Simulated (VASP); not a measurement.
# H (P4/mmm) in VASP: a series of runs, part 2 of 2

VASP 6.6.1. Earlier steps stand in the parts before.

## Step 4: Single point, BLYP

The input, INCAR:

```
SYSTEM = H
  PREC = Accurate
  ENCUT = 500
  EDIFF = 1E-6
  ISMEAR = 0
  SIGMA = 0.1
  LREAL = .False.
  LASPH = .True.
  NELM = 120
  ALGO = Normal
  ISIF = 2
  LWAVE = .False.
  LCHARG = .False.
  GGA = B5
  ALDAX = 1.0
  AGGAX = 1.0
  AGGAC = 1.0
  ALDAC = 0.0
  NBANDS = 6
  GGA_COMPAT = .False.
```

The input, KPOINTS:

```
regular mesh
0
Gamma
  8 8 22
  0 0 0
```

The input, POSCAR:

```
H
1.0
    2.6496387389      0.0000000000      0.0000000000
    0.0000000000      2.6496387389      0.0000000000
    0.0000000000      0.0000000000      0.9804929200
H
1
Direct
    0.0000000000      0.0000000000      0.5000000000
```

Potentials or basis: VASP PAW PBE potentials, release 64 (H).

The run is started by

```sh
> cat potpaw_PBE.64/H/POTCAR > POTCAR
> mpirun -np 1 vasp_std > vasp.out
```

OUTCAR:

```text
SYSTEM = H
   PREC = Accurate
   ENCUT = 500
   EDIFF = 1E-6
   ISMEAR = 0
   LREAL = .False.
   LASPH = .True.
   NELM = 120
   ISIF = 2
   GGA = B5

 ion  position               nearest neighbor table
   1  0.000  0.000  0.500-

  LATTYP: Found a simple tetragonal cell.
 ALAT       =     2.6496387389
 C/A-ratio  =     0.3700477750

  Lattice vectors:

 A1 = (   2.6496387389,   0.0000000000,   0.0000000000)
 A2 = (   0.0000000000,   2.6496387389,   0.0000000000)
 A3 = (   0.0000000000,   0.0000000000,   0.9804929200)

Analysis of symmetry for initial positions (statically):
=====================================================================
 Subroutine PRICEL returns:
 Original cell was already a primitive cell.

 Routine SETGRP: Setting up the symmetry group for a
 simple tetragonal supercell.

 Subroutine GETGRP returns: Found 16 space group operations
 (whereof 16 operations were pure point group operations)
 out of a pool of 16 trial point group operations.

The static configuration has the point symmetry D_4h.

Analysis of symmetry for dynamics (positions and initial velocities):
=====================================================================
 Subroutine PRICEL returns:
 Original cell was already a primitive cell.

 Routine SETGRP: Setting up the symmetry group for a
 simple tetragonal supercell.

 Subroutine GETGRP returns: Found 16 space group operations
 (whereof 16 operations were pure point group operations)
 out of a pool of 16 trial point group operations.

The dynamic configuration has the point symmetry D_4h.

 Subroutine INISYM returns: Found 16 space group operations
 (whereof 16 operations are pure point group operations),
 and found     1 'primitive' translations

----------------------------------------------------------------------------------------

                                     Primitive cell

  volume of cell :       6.8836

  direct lattice vectors                    reciprocal lattice vectors
     2.649638739  0.000000000  0.000000000     0.377409941  0.000000000  0.000000000
     0.000000000  2.649638739  0.000000000     0.000000000  0.377409941  0.000000000
     0.000000000  0.000000000  0.980492920     0.000000000  0.000000000  1.019895177

  length of vectors
     2.649638739  2.649638739  0.980492920     0.377409941  0.377409941  1.019895177

  position of ions in fractional coordinates (direct lattice)
     0.000000000  0.000000000  0.500000000

  ion indices of the primitive-cell ions
   primitive index   ion index
                 1           1

----------------------------------------------------------------------------------------

 KPOINTS: regular mesh

Automatic generation of k-mesh.
 Grid dimensions read from file:
 generate k-points for:    8    8   22

 Generating k-lattice:

  Cartesian coordinates                     Fractional coordinates (reciprocal lattice)
     0.047176243  0.000000000  0.000000000     0.125000000  0.000000000  0.000000000
     0.000000000  0.047176243  0.000000000     0.000000000  0.125000000  0.000000000
     0.000000000  0.000000000  0.046358872     0.000000000  0.000000000  0.045454545

  Length of vectors
     0.047176243  0.047176243  0.046358872

  Shift w.r.t. Gamma in fractional coordinates (k-lattice)
     0.000000000  0.000000000  0.000000000

 Subroutine IBZKPT returns following result:
 ===========================================

 Found    180 irreducible k-points:

 Following reciprocal coordinates:
            Coordinates               Weight
  0.000000  0.000000  0.000000      1.000000
  0.125000  0.000000  0.000000      4.000000
  0.250000  0.000000  0.000000      4.000000
  0.375000  0.000000  0.000000      4.000000
  0.500000  0.000000  0.000000      2.000000
  0.125000  0.125000  0.000000      4.000000
[... 16 lines left out ...]
  0.375000  0.125000  0.045455     16.000000
  0.500000  0.125000  0.045455      8.000000
 [... further k-points ...]
   k-points           NKPTS =    180   k-points in BZ     NKDIM =    180   number of bands    NBANDS=      6
   number of dos      NEDOS =    301   number of ions     NIONS =      1
   total plane-waves  NPLWV =   3200
   dimension x,y,z NGX =    20 NGY =   20 NGZ =    8
   dimension x,y,z NGXF=    40 NGYF=   40 NGZF=   16
   ions per type =               1
   NGX,Y,Z   is equivalent  to a cutoff of  12.55, 12.55, 13.56 a.u.
   NGXF,Y,Z  is equivalent  to a cutoff of  25.10, 25.10, 27.13 a.u.
 SYSTEM =  H
   PREC   = accura    normal or accurate (medium, high low for compatibility)
   ISTART =      0    job   : 0-new  1-cont  2-samecut
   ICHARG =      2    charge: 1-file 2-atom 10-const
   ISPIN  =      1    spin polarized calculation?
   LNONCOLLINEAR =      F non collinear calculations
   LSORBIT =      F    spin-orbit coupling
   LASPH  =      T    aspherical Exc in radial PAW
   ENCUT  =  500.0 eV  36.75 Ry    6.06 a.u.   4.83  4.83  1.79*2*pi/ulx,y,z
   NELM   =    120;   NELMIN=  2; NELMDL= -5     # of ELM steps
   EDIFF  = 0.1E-05   stopping-criterion for ELM
   LREAL  =      F    real-space projection
   EDIFFG = 0.1E-04   stopping-criterion for IOM
   NSW    =      0    number of steps for IOM
   IBRION =     -1    ionic relax: 0-MD 1-quasi-New 2-CG
   NFREE  =      0    steps in history (QN), initial steepest desc. (CG)
   ISIF   =      2    stress and relaxation
   ISYM   =      2    0-nonsym 1-usesym 2-fastsym
   POTIM  = 0.5000    time-step for ionic-motion
   TEBEG  =    0.0;   TEEND  =   0.0 temperature during run
   PSTRESS=    0.0 pullay stress
   NELECT =       1.0000    total number of electrons
   NUPDOWN=      -1.0000    fix difference up-down
   EMIN   =  10.00;   EMAX   =-10.00  energy-range for DOS
   EFERMI =   0.00;   METHOD = LEGACY
   ISMEAR =     0;   SIGMA  =   0.10  broadening in eV -4-tet -1-fermi 0-gaus
   EFERMI_NEDOS =   21; number of points for ismear=-14 and -15
   IALGO  =     38    algorithm
   IMIX   =      4    mixing-type and parameters
     AMIX     =   0.40;   BMIX     =  1.00
     AMIX_MAG =   1.60;   BMIX_MAG =  1.00
  volume/ion in A,a.u.               =       6.88        46.45
  Fermi-wavevector in a.u.,A,eV,Ry     =   0.860602  1.626302 10.076956  0.740635
  Thomas-Fermi vector in A             =   1.978131
   LORBIT       =      0    0 simple, 1 ext, 2 COOP (PROOUT), +10 PAW based schemes
   GGA     = B5    functional components
   LHFCALC =     F    Hartree Fock is set to
   AEXX    =    0.0000 exact exchange contribution
   IVDW    =     0    specifies the selected vdW correction
   LEPSILON=     F    determine dielectric tensor
   LRPA    =     F    only Hartree local field effects (RPA)
 non-spin polarized calculation
 Gauss-broadening in eV      SIGMA  =   0.10
  energy-cutoff  :      500.00
  volume of cell :        6.88
 maximum number of plane-waves:       184
 NGX is ok and might be reduce to    20
   NGX =  9   NGY =  9   NGZ =  3

 number of electron       0.9999999 magnetization

 Free energy of the ion-electron system (eV)
  ---------------------------------------------------
  ext. energy  EPLUGINS =         0.00000000
  ---------------------------------------------------
  free energy    TOTEN  =        -2.97581664 eV

  energy without entropy =       -2.97581664  energy(sigma->0) =       -2.97581664

 E-fermi :  -1.2696     XC(G=0):  -6.5694

 val. band max:       -1.8317998956   @ k =   0.5000   0.5000   0.2273
 cond. band min:      -0.8512152573   @ k =   0.0000   0.0000   0.2727
 fundamental gap:      0.9805846383
 Fermi energy:        -1.2695937551

 k-point     1 :       0.0000    0.0000    0.0000
  band No.  band energies     occupation
      1     -12.3419      2.00000
      2       8.5926      0.00000
      3      14.4111      0.00000
      4      14.4111      0.00000
      5      17.4680      0.00000
      6      35.4310      0.00000

 k-point     2 :       0.1250    0.0000    0.0000
  band No.  band energies     occupation
      1     -12.1674      2.00000
      2       7.1568      0.00000
      3      13.7092      0.00000
      4      14.6994      0.00000
      5      20.6607      0.00000
      6      31.2724      0.00000
[... 181 lines left out ...]
 k-point    23 :       0.3750    0.1250    0.0455
  band No.  band energies     occupation
      1     -10.7011      2.00000
      2       2.9297      0.00000
      3      11.5467      0.00000
      4      19.8322      0.00000
      5      21.3991      0.00000
      6      30.4687      0.00000

 k-point    24 :       0.5000    0.1250    0.0455
  band No.  band energies     occupation
      1     -10.4570      2.00000
      2       2.1434      0.00000
      3      12.0876      0.00000
      4      18.6478      0.00000
      5      21.9434      0.00000
      6      29.2335      0.00000

 [... further k-points ...]
[... 5 lines left out ...]
  --------------------------------------------------------------------------------------
  -------------------------------------------------------------------------------------
  Total        0.1190558      0.1190558     -0.0362122      0.0000000      0.0000000     -0.0000000
  in kB       27.7104443     27.7104443     -8.4284415      0.0000000      0.0000000     -0.0000000
  external PRESSURE =      15.6641490 kB  Pullay stress =       0.0000000 kB

 VOLUME and BASIS-vectors are now :
 -----------------------------------------------------------------------------
  energy-cutoff  :      500.00
  volume of cell :        6.88
      direct lattice vectors                 reciprocal lattice vectors
     2.649638739  0.000000000  0.000000000     0.377409941  0.000000000  0.000000000
     0.000000000  2.649638739  0.000000000     0.000000000  0.377409941  0.000000000
     0.000000000  0.000000000  0.980492920     0.000000000  0.000000000  1.019895177

 POSITION                                       TOTAL-FORCE (eV/Angst)
 -----------------------------------------------------------------------------------
      0.00000      0.00000      0.49025         0.000000      0.000000      0.000000
 -----------------------------------------------------------------------------------
    total drift:                               -0.000000      0.000000      0.000000

  FREE ENERGIE OF THE ION-ELECTRON SYSTEM (eV)
  ---------------------------------------------------
  free  energy   TOTEN  =        -2.9758166404 eV

  energy  without entropy=       -2.9758166404  energy(sigma->0) =       -2.97581664
```

OSZICAR:

```text
N       E                     dE             d eps       ncg     rms          rms(c)
DAV:   1    -0.301284301241E+01   -0.30128E+01   -0.22458E+02  2274   0.674E+01
DAV:   2    -0.311349548143E+01   -0.10065E+00   -0.10065E+00  2856   0.604E+00
DAV:   3    -0.311355455960E+01   -0.59078E-04   -0.59078E-04  2466   0.137E-01
DAV:   4    -0.311355457875E+01   -0.19157E-07   -0.19168E-07  3174   0.237E-03
DAV:   5    -0.311355457876E+01   -0.62066E-11   -0.63479E-11  2424   0.298E-05    0.196E+00
DAV:   6    -0.302333822506E+01    0.90216E-01   -0.34301E-02  2346   0.574E-01    0.113E+00
DAV:   7    -0.297540901309E+01    0.47929E-01   -0.80621E-02  2460   0.894E-01    0.119E-01
DAV:   8    -0.297585341793E+01   -0.44440E-03   -0.29354E-04  2220   0.846E-02    0.303E-02
DAV:   9    -0.297581610426E+01    0.37314E-04   -0.65974E-05  2544   0.255E-02    0.335E-03
DAV:  10    -0.297581664040E+01   -0.53614E-06   -0.43203E-07  2424   0.437E-03
   1 F= -.29758166E+01 E0= -.29758166E+01  d E =-.200418E-11
```

stdout:

```text
POSCAR found type information on POSCAR H
 POSCAR found :  1 types and       1 ions
 scaLAPACK will be used
 -----------------------------------------------------------------------------
|                                                                             |
|                                                                             |
|     You enforced a specific xc type in the INCAR file but a different       |
|     I HOPE YOU KNOW WHAT YOU ARE DOING!                                     |
|                                                                             |
 -----------------------------------------------------------------------------

 LDA part: xc-table for (Slater(with rela. corr.)+VWN5), standard interpolation
 POSCAR, INCAR and KPOINTS ok, starting setup
 FFT: planning ... GRIDC
 FFT: planning ... GRID_SOFT
 FFT: planning ... GRID
 WAVECAR not read
 entering main loop
```

Run time: 14 s. Hardware: 1 thread of Intel Xeon 8259CL, shared host; peak memory 0.11 GiB.

What came out:

```
Free energy            : -2.9758 eV
Pressure               : 1.6 GPa
Band gap on the k mesh : zero (an odd number of electrons rules out a gap without spin polarisation)
```

Stress tensor (GPa, compression positive):
```
 2.77  0.00  0.00
 0.00  2.77  0.00
 0.00  0.00 -0.84
```

Caveat: the PAW data sets were made with another functional, which shifts forces and pressure a little.

## Step 5: Overview

| level | smearing | gap on the mesh (eV) | pressure (GPa) |
| --- | --- | --- | --- |
| PBEsol | gaussian 0.1 eV | none | 1.4 |
| PBE | methfessel-paxton 0.18 eV | none | 1.4 |
| BLYP | gaussian 0.1 eV | none | 1.6 |

Alike in all rows: task single point; potentials or basis VASP PAW PBE potentials, release 64 (H); no spin polarisation; cell as given; k mesh 8 × 8 × 22; cutoff (eV) 500.

Caveats: the PAW data sets were made with another functional, which shifts forces and pressure a little (at least some runs).

Absolute energies hang on the potentials; compare differences alone.
